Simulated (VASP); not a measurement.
# RbHg6 (Fm-3m) in VASP: relaxation of cell and atoms with PBE

Aim: the relaxation of cell and atoms of RbHg6 with PBE.

Program: VASP 6.6.1. These are calculated values, not measurements. Logs are shortened: lines on timing, memory, paths and dates and some standing lists are left out, and cuts for length are marked.

## 1. The cell of the first run

Symmetry: Fm-3m, No. 225, cubic system. The conventional cell has a = 10.176 Å, b = 10.176 Å, c = 10.176 Å, α = 90.00°, β = 90.00°, γ = 90.00°. Within 4.7 Å of Rb (site symmetry m-3m) lie 12 Hg at 3.60 Å. Within 4.7 Å of Hg (site symmetry mmm) lie 8 Hg at 3.60 Å and 2 Rb at 3.60 Å.

## 2. Relaxation of cell and atoms, PBE

File INCAR:

```
SYSTEM = RbHg6
ALGO = Normal
EDIFF = 1E-6
EDIFFG = -0.01
ENCUT = 600
GGA = PE
IBRION = 2
ISIF = 3
ISMEAR = 0
LASPH = .TRUE.
LCHARG = .FALSE.
LREAL = .FALSE.
LWAVE = .FALSE.
NELM = 100
NSW = 100
PREC = Accurate
SIGMA = 0.1
```

File KPOINTS:

```
k-points
0
G
  6 6 6
  0 0 0
```

File POSCAR:

```
RbHg6
1.0
    0.0000000000      5.0880842225      5.0880842225
    5.0880842225      0.0000000000      5.0880842225
    5.0880842225      5.0880842225      0.0000000000
Rb Hg
1 6
Direct
    0.0000000000      0.0000000000      0.0000000000
    0.5000000000      0.5000000000      0.0000000000
    0.5000000000      0.0000000000      0.5000000000
    0.0000000000      0.0000000000      0.5000000000
    0.0000000000      0.5000000000      0.0000000000
    0.0000000000      0.5000000000      0.5000000000
    0.5000000000      0.0000000000      0.0000000000
```

Potentials or basis: VASP PAW PBE potentials, release 64 (Rb_sv, Hg).

Command:

```bash
cat potpaw_PBE.64/Rb_sv/POTCAR potpaw_PBE.64/Hg/POTCAR > POTCAR
mpirun -np 1 vasp_std > vasp.out
```

OUTCAR:

```text
SYSTEM = RbHg6
   EDIFF = 1E-6
   EDIFFG = -0.01
   ENCUT = 600
   GGA = PE
   IBRION = 2
   ISIF = 3
   ISMEAR = 0
   LASPH = .TRUE.
   LREAL = .FALSE.
   NELM = 100
   NSW = 100
   PREC = Accurate

 ion  position               nearest neighbor table
   1  0.000  0.000  0.000-   4 3.60   5 3.60   7 3.60   3 3.60   4 3.60   6 3.60   2 3.60   5 3.60
                             6 3.60   2 3.60   3 3.60   7 3.60
   2  0.500  0.500  0.000-   5 3.60   7 3.60   3 3.60   6 3.60   1 3.60   3 3.60   7 3.60   1 3.60
                             5 3.60   6 3.60
   3  0.500  0.000  0.500-   4 3.60   7 3.60   1 3.60   2 3.60   7 3.60   2 3.60   6 3.60   1 3.60
                             4 3.60   6 3.60
   4  0.000  0.000  0.500-   1 3.60   3 3.60   6 3.60   1 3.60   5 3.60   7 3.60   5 3.60   6 3.60
                             3 3.60   7 3.60
   5  0.000  0.500  0.000-   1 3.60   2 3.60   6 3.60   4 3.60   6 3.60   1 3.60   4 3.60   7 3.60
                             2 3.60   7 3.60
   6  0.000  0.500  0.500-   4 3.60   5 3.60   1 3.60   2 3.60   5 3.60   1 3.60   3 3.60   4 3.60
                             2 3.60   3 3.60
   7  0.500  0.000  0.000-   1 3.60   2 3.60   3 3.60   3 3.60   4 3.60   2 3.60   5 3.60   1 3.60
                             4 3.60   5 3.60

  LATTYP: Found a face centered cubic cell.
 ALAT       =    10.1761684450

  Lattice vectors:

 A1 = (   0.0000000000,   5.0880842225,   5.0880842225)
 A2 = (   5.0880842225,   0.0000000000,   5.0880842225)
 A3 = (   5.0880842225,   5.0880842225,   0.0000000000)

Analysis of symmetry for initial positions (statically):
=====================================================================
 Subroutine PRICEL returns:
 Original cell was already a primitive cell.

 Routine SETGRP: Setting up the symmetry group for a
 face centered cubic supercell.

 Subroutine GETGRP returns: Found 48 space group operations
 (whereof 48 operations were pure point group operations)
 out of a pool of 48 trial point group operations.

The static configuration has the point symmetry O_h .

Analysis of symmetry for dynamics (positions and initial velocities):
=====================================================================
 Subroutine PRICEL returns:
 Original cell was already a primitive cell.

 Routine SETGRP: Setting up the symmetry group for a
 face centered cubic supercell.

 Subroutine GETGRP returns: Found 48 space group operations
 (whereof 48 operations were pure point group operations)
 out of a pool of 48 trial point group operations.

The dynamic configuration has the point symmetry O_h .

 Subroutine INISYM returns: Found 48 space group operations
 (whereof 48 operations are pure point group operations),
 and found     1 'primitive' translations

----------------------------------------------------------------------------------------

                                     Primitive cell

  volume of cell :     263.4468

  direct lattice vectors                    reciprocal lattice vectors
     0.000000000  5.088084223  5.088084223    -0.098268814  0.098268814  0.098268814
     5.088084223  0.000000000  5.088084223     0.098268814 -0.098268814  0.098268814
     5.088084223  5.088084223  0.000000000     0.098268814  0.098268814 -0.098268814

  length of vectors
     7.195637714  7.195637714  7.195637714     0.170206578  0.170206578  0.170206578

  position of ions in fractional coordinates (direct lattice)
     0.000000000  0.000000000  0.000000000
     0.500000000  0.500000000  0.000000000
     0.500000000  0.000000000  0.500000000
     0.000000000  0.000000000  0.500000000
     0.000000000  0.500000000  0.000000000
     0.000000000  0.500000000  0.500000000
     0.500000000  0.000000000  0.000000000

  ion indices of the primitive-cell ions
   primitive index   ion index
                 1           1
                 2           2
                 3           3
                 4           4
                 5           5
                 6           6
                 7           7

----------------------------------------------------------------------------------------

 KPOINTS: k-points

Automatic generation of k-mesh.
 Grid dimensions read from file:
 generate k-points for:    6    6    6

 Generating k-lattice:

  Cartesian coordinates                     Fractional coordinates (reciprocal lattice)
    -0.016378136  0.016378136  0.016378136     0.166666667  0.000000000  0.000000000
     0.016378136 -0.016378136  0.016378136     0.000000000  0.166666667  0.000000000
     0.016378136  0.016378136 -0.016378136     0.000000000  0.000000000  0.166666667

  Length of vectors
     0.028367763  0.028367763  0.028367763

  Shift w.r.t. Gamma in fractional coordinates (k-lattice)
     0.000000000  0.000000000  0.000000000

 Subroutine IBZKPT returns following result:
 ===========================================

 Found     16 irreducible k-points:

 Following reciprocal coordinates:
            Coordinates               Weight
  0.000000  0.000000  0.000000      1.000000
  0.166667  0.000000  0.000000      8.000000
  0.333333  0.000000  0.000000      8.000000
  0.500000  0.000000  0.000000      4.000000
  0.166667  0.166667  0.000000      6.000000
  0.333333  0.166667  0.000000     24.000000
[... 8 lines left out ...]
 -0.333333  0.333333  0.166667     24.000000
 -0.333333  0.500000  0.166667     12.000000
   k-points           NKPTS =     16   k-points in BZ     NKDIM =     16   number of bands    NBANDS=     48
   number of dos      NEDOS =    301   number of ions     NIONS =      7
   total plane-waves  NPLWV = 216000
   dimension x,y,z NGX =    60 NGY =   60 NGZ =   60
   dimension x,y,z NGXF=   120 NGYF=  120 NGZF=  120
   ions per type =               1   6
   NGX,Y,Z   is equivalent  to a cutoff of  13.86, 13.86, 13.86 a.u.
   NGXF,Y,Z  is equivalent  to a cutoff of  27.72, 27.72, 27.72 a.u.
 SYSTEM =  RbHg6
   PREC   = accura    normal or accurate (medium, high low for compatibility)
   ISTART =      0    job   : 0-new  1-cont  2-samecut
   ICHARG =      2    charge: 1-file 2-atom 10-const
   ISPIN  =      1    spin polarized calculation?
   LNONCOLLINEAR =      F non collinear calculations
   LSORBIT =      F    spin-orbit coupling
   LASPH  =      T    aspherical Exc in radial PAW
   ENCUT  =  600.0 eV  44.10 Ry    6.64 a.u.  14.37 14.37 14.37*2*pi/ulx,y,z
   NELM   =    100;   NELMIN=  2; NELMDL= -5     # of ELM steps
   EDIFF  = 0.1E-05   stopping-criterion for ELM
   LREAL  =      F    real-space projection
   EDIFFG = -.1E-01   stopping-criterion for IOM
   NSW    =    100    number of steps for IOM
   IBRION =      2    ionic relax: 0-MD 1-quasi-New 2-CG
   NFREE  =      1    steps in history (QN), initial steepest desc. (CG)
   ISIF   =      3    stress and relaxation
   ISYM   =      2    0-nonsym 1-usesym 2-fastsym
   POTIM  = 0.5000    time-step for ionic-motion
   TEBEG  =    0.0;   TEEND  =   0.0 temperature during run
   PSTRESS=    0.0 pullay stress
   NELECT =      81.0000    total number of electrons
   NUPDOWN=      -1.0000    fix difference up-down
   EMIN   =  10.00;   EMAX   =-10.00  energy-range for DOS
   EFERMI =   0.00;   METHOD = LEGACY
   ISMEAR =     0;   SIGMA  =   0.10  broadening in eV -4-tet -1-fermi 0-gaus
   EFERMI_NEDOS =   21; number of points for ismear=-14 and -15
   IALGO  =     38    algorithm
   IMIX   =      4    mixing-type and parameters
     AMIX     =   0.40;   BMIX     =  1.00
     AMIX_MAG =   1.60;   BMIX_MAG =  1.00
  volume/ion in A,a.u.               =      37.64       253.98
  Fermi-wavevector in a.u.,A,eV,Ry     =   1.104940  2.088035 16.611264  1.220893
  Thomas-Fermi vector in A             =   2.241420
   LORBIT       =      0    0 simple, 1 ext, 2 COOP (PROOUT), +10 PAW based schemes
   GGA     = PE    functional components
   LHFCALC =     F    Hartree Fock is set to
   AEXX    =    0.0000 exact exchange contribution
   IVDW    =     0    specifies the selected vdW correction
   LEPSILON=     F    determine dielectric tensor
   LRPA    =     F    only Hartree local field effects (RPA)
 conjugate gradient relaxation of ions
 non-spin polarized calculation
 Gauss-broadening in eV      SIGMA  =   0.10
  energy-cutoff  :      600.00
  volume of cell :      263.45
 maximum number of plane-waves:      8824
 NGX is ok and might be reduce to    60
   NGX = 29   NGY = 29   NGZ = 29

--------------------------------------- Ionic step        1  -------------------------------------------

 number of electron      80.9999990 magnetization

 Free energy of the ion-electron system (eV)
  ---------------------------------------------------
  ext. energy  EPLUGINS =         0.00000000
  ---------------------------------------------------
  free energy    TOTEN  =        -2.66746221 eV

  energy without entropy =       -2.64697536  energy(sigma->0) =       -2.65721879

------------------------ aborting loop because EDIFF is reached ----------------------------------------

  FORCE on cell =-STRESS in cart. coord.  units (eV):
  Direction    XX          YY          ZZ          XY          YZ          ZX
  --------------------------------------------------------------------------------------
  -------------------------------------------------------------------------------------
  Total        0.1520843      0.1520843      0.1520843      0.0000000      0.0000000     -0.0000000
  in kB        0.9249156      0.9249156      0.9249156      0.0000000      0.0000000     -0.0000000
  external PRESSURE =       0.9249156 kB  Pullay stress =       0.0000000 kB

 VOLUME and BASIS-vectors are now :
 -----------------------------------------------------------------------------
  energy-cutoff  :      600.00
  volume of cell :      263.45
      direct lattice vectors                 reciprocal lattice vectors
     0.000000000  5.088084223  5.088084223    -0.098268814  0.098268814  0.098268814
     5.088084223  0.000000000  5.088084223     0.098268814 -0.098268814  0.098268814
     5.088084223  5.088084223  0.000000000     0.098268814  0.098268814 -0.098268814
[... 42 lines left out ...]
 POSITION                                       TOTAL-FORCE (eV/Angst)
 -----------------------------------------------------------------------------------
     10.18683      5.09342      5.09342         0.000000      0.000000      0.000000
      7.64013      7.64013      5.09342        -0.000000     -0.000000     -0.000000
      7.64013      5.09342      7.64013         0.000000     -0.000000     -0.000000
      7.64013      7.64013     10.18683         0.000000     -0.000000      0.000000
      7.64013     10.18683      7.64013         0.000000      0.000000      0.000000
      5.09342      7.64013      7.64013         0.000000      0.000000      0.000000
      5.09342      7.64013      2.54671         0.000000      0.000000      0.000000
 -----------------------------------------------------------------------------------
    total drift:                                0.000000      0.000000      0.000000

  FREE ENERGIE OF THE ION-ELECTRON SYSTEM (eV)
  ---------------------------------------------------
  free  energy   TOTEN  =        -2.6678786448 eV

  energy  without entropy=       -2.6473218290  energy(sigma->0) =       -2.65760024

--------------------------------------- Ionic step        3  -------------------------------------------

 number of electron      80.9999992 magnetization

 Free energy of the ion-electron system (eV)
  ---------------------------------------------------
  ext. energy  EPLUGINS =         0.00000000
  ---------------------------------------------------
  free energy    TOTEN  =        -2.66836395 eV

  energy without entropy =       -2.64760079  energy(sigma->0) =       -2.65798237

 E-fermi :   0.8712     XC(G=0):  -8.2076

 val. band max:        0.8629582402   @ k =   0.1667   0.1667   0.0000
 cond. band min:       0.9139677795   @ k =   0.5000   0.1667   0.0000
 fundamental gap:      0.0510095394
 Fermi energy:         0.8711702622

 k-point     1 :       0.0000    0.0000    0.0000
  band No.  band energies     occupation
      1     -27.1170      2.00000
      2     -11.2907      2.00000
      3     -11.2907      2.00000
      4     -11.2907      2.00000
      5      -6.4017      2.00000
      6      -6.3701      2.00000
[... 827 lines left out ...]
 POSITION                                       TOTAL-FORCE (eV/Angst)
 -----------------------------------------------------------------------------------
      0.00000      0.00000      0.00000         0.000000     -0.000000     -0.000000
      2.55471      2.55471      5.10942         0.000000     -0.000000     -0.000000
      2.55471      5.10942      2.55471        -0.000000      0.000000      0.000000
      2.55471      2.55471     -0.00000        -0.000000      0.000000     -0.000000
      2.55471      0.00000      2.55471        -0.000000     -0.000000      0.000000
      5.10942      2.55471      2.55471        -0.000000     -0.000000      0.000000
      0.00000      2.55471      2.55471         0.000000      0.000000     -0.000000
 -----------------------------------------------------------------------------------
    total drift:                               -0.000000     -0.000000     -0.000000

  FREE ENERGIE OF THE ION-ELECTRON SYSTEM (eV)
  ---------------------------------------------------
  free  energy   TOTEN  =        -2.6683639475 eV

  energy  without entropy=       -2.6476007906  energy(sigma->0) =       -2.65798237

 reached required accuracy - stopping structural energy minimisation
```

Run time: 12 min. Hardware: 1 thread of Intel Xeon Platinum 8259CL at 2.50GHz (Skylake/Cascade Lake), shared host; peak memory 0.6 GiB.

Results:

| Quantity | Value |
| --- | --- |
| Free energy | -2.6684 eV |
| Relaxed volume | 38.11 Å³/atom |
| Relaxed cell | a = 7.226 Å, b = 7.226 Å, c = 7.226 Å, α = 60.00°, β = 60.00°, γ = 60.00° |
| Space group after relaxing (to 0.05 Å) | Fm-3m (No. 225) |
| Energy gained by relaxing | 0.1 meV/atom |
| Ionic steps | 3 |
| Pressure after relaxing | 0.0 GPa |

The path:
```tsv
step	energy change (eV)	largest force (eV/Å)	pressure (GPa)	volume (Å³)
1	0.0000	0.0000	0.09	263.45
2	-0.0004	0.0000	0.07	264.28
3	-0.0009	0.0000	0.00	266.77
```

Final structure:
```
Rb Hg
1.0
     0.00000    5.10942    5.10942
     5.10942    0.00000    5.10942
     5.10942    5.10942    0.00000
Rb Hg
1 6
Cartesian
  0.0000 0.0000 0.0000
  2.5547 2.5547 5.1094
  2.5547 5.1094 2.5547
  2.5547 2.5547 0.0000
  2.5547 0.0000 2.5547
  5.1094 2.5547 2.5547
  0.0000 2.5547 2.5547
```

Caveat: spin-orbit coupling is left out, which moves the levels of the heavy elements.
